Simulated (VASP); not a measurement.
Al, 1 atom in the cell. Symmetry: I4/mmm, No. 139, tetragonal system. The conventional cell has a = 2.840 Å, b = 2.840 Å, c = 4.127 Å, α = 90.00°, β = 90.00°, γ = 90.00°. Within 3.7 Å of Al (site symmetry 4/mmm) lie 12 Al at 2.84 to 2.88 Å.  This cell differs from its parent crystal: volume 16.650 Å^3 an atom, c/a of the conventional cell 1.4530.

```yaml
Program: VASP 6.6.1
Task: single point
Functional: LDA
Potentials_or_basis: VASP PAW LDA potentials, release 64 (Al)
Cutoff: 520 eV
k_mesh: 22 × 22 × 22
Occupations: gaussian, width 0.15 eV
Spin: no spin polarisation
Dipole_correction: no
Further_INCAR_settings: ALGO = Normal; EDIFF = 1e-07; NBANDS = 8
```

Potentials or basis: VASP PAW LDA potentials, release 64 (Al).

Command:

```bash
$ cat potpaw_LDA.64/Al/POTCAR > POTCAR
$ mpirun -np 1 vasp_std > vasp.out
```

Hardware: 1 thread of Intel(R) Xeon(R) 6975P-C (Granite Rapids) (shared host).

Q: Estimate the wall time of this run.

A: Wall time 27 s on 1 thread of Intel(R) Xeon(R) 6975P-C (Granite Rapids), on a shared host, peak memory 0.19 GiB. Counts: scf iterations 10, k points 834.
